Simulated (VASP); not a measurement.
Wanted: the native input for a VASP 6.6.1 run.

* Task: single point
* Functional: PBE-based screened hybrid with 25 % exact exchange
* Potentials or basis: VASP PAW PBE potentials, release 64 (As, B)
* Cutoff: 420 eV
* k mesh: 5 × 5 × 5
* Occupations: fermi-dirac, width 0.05 eV
* Spin: no spin polarisation
* Dipole correction: no
* Grid for exact exchange (PRECFOCK): Normal
* Share of exact exchange: 0.25
* Further INCAR settings: ALGO = Normal; EDIFF = 1e-06; NBANDS = 11
* Screening parameter: 0.3 1/Å

BAs:

```
As B
1.0
     0.00000    2.40432    2.40432
     2.40432    0.00000    2.40432
     2.40432    2.40432    0.00000
As B
1 1
Direct
  0.75000 0.75000 0.75000
  0.00000 0.00000 0.00000
```

One way to write it, as run:

POSCAR

```
BAs
1.0
    0.0000000000      2.4043183418      2.4043183418
    2.4043183418      0.0000000000      2.4043183418
    2.4043183418      2.4043183418      0.0000000000
As B
1 1
Direct
    0.7500000000      0.7500000000      0.7500000000
    0.0000000000      0.0000000000      0.0000000000
```

INCAR.step1

```
ALGO = Normal ; EDIFF = 1E-5
ENCUT = 420 ; GGA = PE
GGA_COMPAT = F ; ISIF = 2
ISMEAR = -1 ; LASPH = T
LCHARG = F ; LREAL = F
LWAVE = T ; NBANDS = 11
NELM = 120 ; PREC = Accurate
SIGMA = 0.05
```

INCAR.step2

```
AEXX = 0.25 ; ALGO = Normal
EDIFF = 1E-6 ; ENCUT = 420
GGA = PE ; GGA_COMPAT = F
HFSCREEN = 0.3 ; ISIF = 2
ISMEAR = -1 ; ISTART = 1
LASPH = T ; LCHARG = F
LHFCALC = T ; LREAL = F
LWAVE = F ; NBANDS = 11
NELM = 120 ; PREC = Accurate
PRECFOCK = Normal ; SIGMA = 0.05
```

KPOINTS

```
k-points
0
Gamma
  5 5 5
```

Potentials or basis: VASP PAW PBE potentials, release 64 (As, B).

The run is started by

```console
$ cat potpaw_PBE.64/As/POTCAR potpaw_PBE.64/B/POTCAR > POTCAR
$ cp INCAR.step1 INCAR
$ mpirun -np 1 vasp_std > vasp.out
$ cp INCAR.step2 INCAR
$ mpirun -np 1 vasp_std > vasp.out
```

It gave:

The pressure is -2.8 GPa and the band gap on the k mesh is 1.69 eV (least direct gap 3.91 eV).

Caveat: the k points lie up to 0.45 Å⁻¹ apart; the PAW data sets were made with another functional, which shifts forces and pressure a little; an odd mesh through Γ misses points on the zone boundary, where band edges can lie.

Run time: 70 s on 1 thread of Intel(R) Xeon(R) 6975P-C (Granite Rapids), with other jobs on the host, peak memory 0.24 GiB.
